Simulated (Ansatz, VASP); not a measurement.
SiO2 in VASP and in Ansatz

```
CELL_PARAMETERS angstrom
-2.25629 2.25629 4.34011
2.25629 -2.25629 4.34011
2.25629 2.25629 -4.34011
ATOMIC_POSITIONS crystal
Si 0.00000 0.00000 0.00000
Si 0.75000 0.25000 0.50000
O 0.97428 0.62500 0.84928
O 0.37500 0.22428 0.34928
O 0.77572 0.12500 0.15072
O 0.87500 0.02572 0.65072
```

Alike in both runs: task single point; functional LDA; k mesh 8 × 8 × 8; occupations gaussian, width 0.05 eV; no spin polarisation.

```csv
,VASP,Ansatz
version,VASP 6.6.1,Ansatz 0.2.0
potentials or method,"VASP PAW LDA potentials, release 64 (Si, O), cutoff 520 eV","scalar-relativistic, plane waves, PAW"
valence electrons in the cell,32,32
```

VASP gave:

```
gap on the k mesh at the Fermi level (eV)                     : 4.65
least direct gap on the mesh (eV)                             : 4.65
pressure (GPa)                                                : -4.6
traceless stress, the component that is largest in VASP (GPa) : -15.39
rms of the force components (eV/Å)                            : 0.136
```

Estimate Ansatz's values.

gap on the k mesh at the Fermi level (eV): 4.65; least direct gap on the mesh (eV): 4.65; pressure (GPa): -5.2; traceless stress, the component that is largest in VASP (GPa): -15.60; rms of the force components (eV/Å): 0.124.

LDA's correlation is that of Perdew and Zunger in VASP and of Perdew and Wang (1992) in Ansatz. Atom by atom the forces differ by 0.013 eV/Å (rms over components).
